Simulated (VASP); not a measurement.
## Ca7NiS8 (a cell with a defect): single point with PBEsol+U

Ca7NiS8 (a cell with a defect):

```xyz
16
Lattice="5.6860 0.0000 0.0000 0.0000 11.3720 0.0000 0.0000 0.0000 5.6860" Properties=species:S:1:pos:R:3 pbc="T T T"
Ca    0.0301   11.3577    0.0188
Ca    0.0112    5.6997    5.6367
Ca    5.6478    2.8802    2.8482
Ca    0.0030    8.5319    2.8318
Ca    2.8743    0.0087    2.9002
Ca    2.8853    5.6364    2.8373
Ca    2.9355    2.8550    5.6735
S     2.8500    0.0521    5.6772
S     2.8265    5.7701    5.6474
S     2.8450    2.8501    2.8577
S     2.7830    8.5234    2.8783
S     5.6832   11.3573    2.8740
S     5.6022    5.7157    2.8526
S     0.0748    2.9171    5.6611
S     5.6528    8.5365    0.0398
Ni    2.8871    8.4748    0.0180
```

- Program: VASP 6.6.1
- Task: single point
- Functional: PBEsol
- Potentials or basis: VASP PAW PBE potentials, release 64 (Ca_sv, S, Ni)
- Cutoff: 520 eV
- k mesh: 2 × 1 × 2
- Occupations: gaussian, width 0.01 eV
- Spin: collinear spin, ferromagnetic start
- Starting moments: [0.0, 0.0, 0.0, 0.0, 0.0, 0.0, 0.0, 0.0, 0.0, 0.0, 0.0, 0.0, 0.0, 0.0, 0.0, 2.0] μB
- Hubbard terms: Ni d U = 6.2 eV

```yaml
Pressure: -2.9 GPa
Largest_force: 0.643 eV/Å
Band_gap_on_the_k_mesh: 0.92 eV
Net_moment: 2.00 μB per cell
Site_moments: Ca -0.00, +0.01; S +0.02, +0.03, +0.00, +0.04, -0.00; Ni +1.77 μB
Valence_electrons_inside_the_program's_atomic_spheres: Ca 8.12, 8.13; S 3.74, 3.73, 3.77, 3.71, 3.76; Ni 8.51
```

Forces on the atoms (eV/Å):
```
Ca  -0.025 -0.069  0.023
Ca  -0.016  0.286  0.193
Ca   0.252 -0.127 -0.090
Ca  -0.148  0.010  0.133
Ca  -0.113 -0.257 -0.207
Ca  -0.364  0.455 -0.096
Ca  -0.207  0.012  0.094
S    0.077 -0.566  0.220
S    0.067  0.612  0.187
S   -0.046 -0.008 -0.116
S    0.238  0.002 -0.007
S    0.031  0.228 -0.082
S    0.386 -0.183 -0.171
S   -0.108 -0.212  0.153
S   -0.202  0.018 -0.157
Ni   0.178 -0.202 -0.077
```

Stress tensor (GPa, compression positive):
```
-2.70 -0.02  0.00
-0.02 -3.05  0.01
 0.00  0.01 -2.82
```

Levels at points of the mesh, in eV from the valence-band top:
Spin up:
```csv
k point,band 61,band 62,band 63,band 64,band 65,band 66,band 67,band 68,band 69,band 70
"(0.00, 0.00, 0.00)",-0.53,-0.53,-0.04,-0.03,-0.02,1.66,2.29,2.40,2.41,3.00
"(0.50, 0.00, 0.00)",-0.66,-0.63,-0.62,-0.51,-0.49,2.98,3.30,3.39,4.54,4.67
"(0.00, 0.00, 0.50)",-0.67,-0.65,-0.60,-0.49,-0.47,2.98,3.33,3.40,4.67,4.71
"(0.50, 0.00, 0.50)",-1.08,-1.04,-1.02,-0.75,-0.10,4.41,4.54,4.55,4.66,4.94
```
Spin down:
```
           k point  band 61  band 62  band 63  band 64  band 65  band 66
(0.00, 0.00, 0.00)    -0.02    -0.01     0.00     0.92     1.00     2.09
(0.50, 0.00, 0.00)    -0.58    -0.49    -0.47     0.98     1.51     2.98
(0.00, 0.00, 0.50)    -0.61    -0.47    -0.45     0.97     1.51     2.98
(0.50, 0.00, 0.50)    -1.06    -1.02    -1.00     1.41     2.13     4.61
```

Eigenvalues of the final occupation matrices:
```
     site  spin  trace               eigenvalues
site 16 d     1   4.89  0.97 0.97 0.97 0.99 0.99
site 16 d     2   3.15  0.11 0.13 0.97 0.97 0.97
```

Wall time 7.7 min on 1 thread of AMD EPYC 9R45 96-Core Processor (Zen 5) (shared host), peak memory 0.57 GiB.

Caveat: the k points lie up to 0.55 Å⁻¹ apart; the PAW data sets were made with another functional, which shifts forces and pressure a little. The state reached can hang on the start; a lower one may exist.
